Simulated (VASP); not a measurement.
Ta2H3:

```
Ta H
1.0
     5.93550    0.00000    0.00000
     0.00000    5.93550    0.00000
     0.00000    0.00000    3.13394
Ta H
4 6
Direct
  0.38270 0.88270 0.00000
  0.11730 0.38270 0.00000
  0.61730 0.11730 0.00000
  0.88270 0.61730 0.00000
  0.00000 0.00000 0.00000
  0.50000 0.50000 0.00000
  0.17680 0.67680 0.50000
  0.32320 0.17680 0.50000
  0.82320 0.32320 0.50000
  0.67680 0.82320 0.50000
```

```yaml
Program: VASP 6.6.1
Task: relaxation of cell and atoms
Functional: PBE
Potentials_or_basis: VASP PAW PBE potentials, release 64 (Ta_pv, H)
Cutoff: 600 eV
k_mesh: 4 × 4 × 6
Occupations: gaussian, width 0.1 eV
Spin: no spin polarisation
```

At the start: pressure 13.0 GPa; volume 11.04 Å³/atom.

Question: How do energy, volume and symmetry change on relaxing?

Answer: Over 34 steps the energy falls by 1069.3 meV/atom and the volume is 9.42 Å³/atom (-14.7 %); space group P4/mbm (No. 127, to 0.1 Å) before and after.

Step by step:
| step | energy change (eV) | largest force (eV/Å) | pressure (GPa) | volume (Å³) |
| --- | --- | --- | --- | --- |
| 1 | 0.0000 | 15.4832 | 13.03 | 110.41 |
| 2 | -7.2045 | 0.7087 | -18.33 | 125.00 |
| 3 | -7.8540 | 0.0775 | -21.49 | 117.42 |
| 4 | -7.8959 | 0.0572 | -21.25 | 117.11 |
| 5 | -7.9284 | 0.9354 | -19.89 | 115.93 |
| 6 | -7.9447 | 0.5352 | -20.52 | 116.39 |
| 7 | -9.5255 | 0.7988 | -0.48 | 96.43 |
| 8 | -9.5255 | 0.7947 | -0.58 | 96.49 |
| 9 | -9.6471 | 0.7291 | -0.01 | 95.54 |
| 10 | -9.8513 | 0.7425 | 3.17 | 92.70 |
| 11 | -9.9436 | 0.6045 | 1.37 | 93.30 |
| 12 | -10.0979 | 0.5366 | -3.42 | 95.10 |
| 13 | -10.1099 | 0.4641 | -4.97 | 95.79 |
| 14 | -10.1994 | 0.3824 | -3.13 | 94.33 |
| 15 | -10.2743 | 0.3448 | 1.25 | 91.48 |
| 16 | -10.3054 | 0.3769 | 0.36 | 91.91 |
| 17 | -10.4130 | 0.6046 | -1.73 | 93.20 |
| 18 | -10.5479 | 0.4691 | -4.36 | 95.75 |
| 19 | -10.5689 | 0.4585 | -3.91 | 95.63 |
| 20 | -10.6215 | 0.3338 | -2.53 | 95.28 |
| 21 | -10.6335 | 0.0972 | 0.88 | 94.57 |
| 22 | -10.6468 | 0.1292 | -0.76 | 94.90 |
| 23 | -10.6471 | 0.1039 | -0.57 | 94.86 |
| 24 | -10.6593 | 0.0931 | -0.46 | 94.76 |
| 25 | -10.6811 | 0.0929 | -0.06 | 94.45 |
| 26 | -10.6835 | 0.1172 | 0.16 | 94.30 |
| 27 | -10.6848 | 0.1049 | 0.04 | 94.35 |
| 28 | -10.6876 | 0.0682 | -0.31 | 94.49 |
| 29 | -10.6894 | 0.0824 | -0.98 | 94.77 |
| 30 | -10.6904 | 0.0759 | -0.81 | 94.67 |
| 31 | -10.6920 | 0.0560 | -0.28 | 94.36 |
| 32 | -10.6922 | 0.0477 | -0.07 | 94.24 |
| 33 | -10.6924 | 0.0418 | -0.02 | 94.23 |
| 34 | -10.6929 | 0.0235 | 0.11 | 94.22 |

Final structure:
```yaml
crystal:
  lattice:
    - [5.75681, 0.00000, 0.00000]
    - [0.00000, 5.75681, 0.00000]
    - [0.00000, 0.00000, 2.84305]
  atoms:
    - { symbol: Ta, position: [0.28779, 0.78779, 0.00000] }
    - { symbol: Ta, position: [0.21221, 0.28779, 0.00000] }
    - { symbol: Ta, position: [0.71221, 0.21221, 0.00000] }
    - { symbol: Ta, position: [0.78779, 0.71221, 0.00000] }
    - { symbol: H, position: [0.00000, 0.00000, 0.00000] }
    - { symbol: H, position: [0.50000, 0.50000, 0.00000] }
    - { symbol: H, position: [0.11859, 0.61859, 0.50000] }
    - { symbol: H, position: [0.38141, 0.11859, 0.50000] }
    - { symbol: H, position: [0.88141, 0.38141, 0.50000] }
    - { symbol: H, position: [0.61859, 0.88141, 0.50000] }
```
